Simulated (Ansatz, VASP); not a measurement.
Rh in VASP and in Ansatz

File INCAR:

```
PREC = Accurate
ENCUT = 520
EDIFF = 1E-7
ISMEAR = -1
SIGMA = 0.03
LREAL = False
LASPH = True
NELM = 100
ALGO = Normal
ISIF = 2
LWAVE = False
LCHARG = True
LELF = True
LVHAR = True
NBANDS = 14
```

Contents of KPOINTS:

```
Automatic mesh
0
Gamma
  16 16 16
```

File POSCAR:

```
Rh
1.0
    0.0000000000      1.8758502280      1.8758502280
    1.8758502280      0.0000000000      1.8758502280
    1.8758502280      1.8758502280      0.0000000000
Rh
1
Direct
    0.0000000000      0.0000000000      0.0000000000
```

Input for Ansatz:

```yaml
crystal:
  lattice:
    - [0.0, 1.875850228, 1.875850228]
    - [1.875850228, 0.0, 1.875850228]
    - [1.875850228, 1.875850228, 0.0]
  atoms:
    - { symbol: Rh, position: [0.0, 0.0, 0.0] }
kpoints:
  mp_grid: { grid: [16, 16, 16] }
  band_path:
    path:
      - [0.0, 0.0, 0.0]
      - [0.5, 0.0, 0.5]
      - [0.625, 0.25, 0.625]
      - [0.375, 0.375, 0.75]
      - [0.0, 0.0, 0.0]
      - [0.5, 0.5, 0.5]
      - [0.5, 0.25, 0.75]
      - [0.5, 0.0, 0.5]
    npoints: 5
scf:
  occupations: { method: fermi_dirac, width: 0.03 }
hamiltonian:
  xc: lda
  pseudopotentials: { kind: all_electron, lapw: { basis_error: 0.00025 } }
output:
  forces: true
  stress: true
  eigenvalues: true
```

Change from the starting cell: volume scaled by 0.96.

Alike in both runs: task single point; functional LDA; k mesh 16 × 16 × 16; occupations fermi-dirac, width 0.03 eV; no spin polarisation.

|  | VASP | Ansatz |
| --- | --- | --- |
| version | VASP 6.6.1 | Ansatz 0.2.0 |
| potentials or method | VASP PAW LDA potentials, release 64 (Rh_pv), cutoff 520 eV | all-electron LAPW, scalar-relativistic |

```tsv
	VASP	Ansatz	Ansatz less VASP
pressure (GPa)	1.5	0.6	-0.90
```

LDA's correlation is that of Perdew and Zunger in VASP and of Perdew and Wang (1992) in Ansatz. Ansatz ran all-electron here, and VASP with PAW potentials.
